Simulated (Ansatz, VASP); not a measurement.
## Two plane-wave programs on Au

```
Au
1.0
     0.00000    2.83943    2.83943
     2.83943    0.00000    2.83943
     2.83943    2.83943    0.00000
Au
2
Cartesian
  0.7099 0.7099 0.7099
  4.9690 4.9690 4.9690
```

Alike in both runs: task relaxation of cell and atoms; functional r2SCAN; k mesh 10 × 10 × 10; occupations fermi-dirac, width 0.1 eV; no spin polarisation.

|  | VASP | Ansatz |
| --- | --- | --- |
| version | VASP 6.6.1 | Ansatz 0.2.0 |
| potentials or method | VASP PAW PBE potentials, release 64 (Au), cutoff 600 eV | plane waves (500 eV) with PAW, scalar-relativistic |
| valence electrons in the cell | 22 | 38 |

VASP gave:

- relaxed volume (Å³/atom): 28.04
- relaxed length of the cell vector where the two differ most in proportion (Å): 4.296

**Question.** What did Ansatz give for the same quantities?

**Answer.** Relaxed volume (Å³/atom): 27.99; relaxed length of the cell vector where the two differ most in proportion (Å): 4.294.

VASP's potentials were made for PBE, not for r2SCAN. VASP's potentials hold 22 valence electrons a cell and Ansatz's 38, so a difference there can come from the potentials and not from the codes.

Spin-orbit coupling is off throughout. Noted on VASP's run: the volume moved by over 15 % at a fixed basis, so the end points are rough.
